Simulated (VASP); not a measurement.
## Nb: relaxation of cell and atoms with PBEsol

Crystal: Nb.

```
CELL_PARAMETERS angstrom
-1.66395 1.66395 1.66395
1.66395 -1.66395 1.66395
1.66395 1.66395 -1.66395
ATOMIC_POSITIONS crystal
Nb 0.00000 0.00000 0.00000
```

* Program: VASP 6.6.1
* Task: relaxation of cell and atoms
* Functional: PBEsol
* Potentials or basis: VASP PAW PBE potentials, release 64 (Nb_sv)
* Cutoff: 500 eV
* k mesh: 11 × 11 × 11
* Occupations: fermi-dirac, width 0.05 eV
* Spin: no spin polarisation
* Target pressure: 30 GPa
* Dipole correction: no
* Further INCAR settings: ALGO = Normal; EDIFF = 1e-07; IBRION = 2; EDIFFG = -0.01; NSW = 60; ISIF = 3

```json
{
  "Relaxed volume": "15.33 Å³/atom",
  "Relaxed cell": "a = 2.711 Å, b = 2.711 Å, c = 2.711 Å, α = 109.47°, β = 109.47°, γ = 109.47°",
  "Space group after relaxing (to 0.1 Å)": "Im-3m (No. 229)",
  "Energy change on relaxing (the run minimises the enthalpy)": "+168.6 meV/atom",
  "Ionic steps": "5",
  "Pressure after relaxing": "30.0 GPa",
  "Band gap on the k mesh": "zero (an odd number of electrons rules out a gap without spin polarisation)"
}
```

Step by step:
```
step  energy change (eV)  largest force (eV/Å)  pressure (GPa)  volume (Å³)
   1              0.0000                0.0000           -8.12        18.43
   2              6.3360                0.0000          420.79         9.03
   3              0.0846                0.0000           21.55        15.86
   4              0.1286                0.0000           26.19        15.56
   5              0.1686                0.0000           29.98        15.33
```

Final structure:
```yaml
crystal:
  lattice:
    - [-1.56501, 1.56501, 1.56501]
    - [1.56501, -1.56501, 1.56501]
    - [1.56501, 1.56501, -1.56501]
  atoms:
    - { symbol: Nb, position: [0.00000, 0.00000, 0.00000] }
```

Levels at points of the mesh, in eV from the Fermi level:
| k point | band 2 | band 3 | band 4 | band 5 | band 6 | band 7 | band 8 | band 9 | band 10 |
| --- | --- | --- | --- | --- | --- | --- | --- | --- | --- |
| (0.00, 0.00, 0.00) | -29.02 | -29.02 | -29.02 | -6.20 | 0.27 | 0.27 | 0.27 | 3.75 | 3.75 |

It took 120 s on 1 thread of Intel Xeon 8259CL, on a shared host, peak memory 0.13 GiB.

Caveat: the cell is relaxed towards a set pressure, so the run minimises the enthalpy, not the energy; the volume moved by over 15 % at a fixed basis, so the end points are rough; the PAW data sets were made with another functional, which shifts forces and pressure a little.
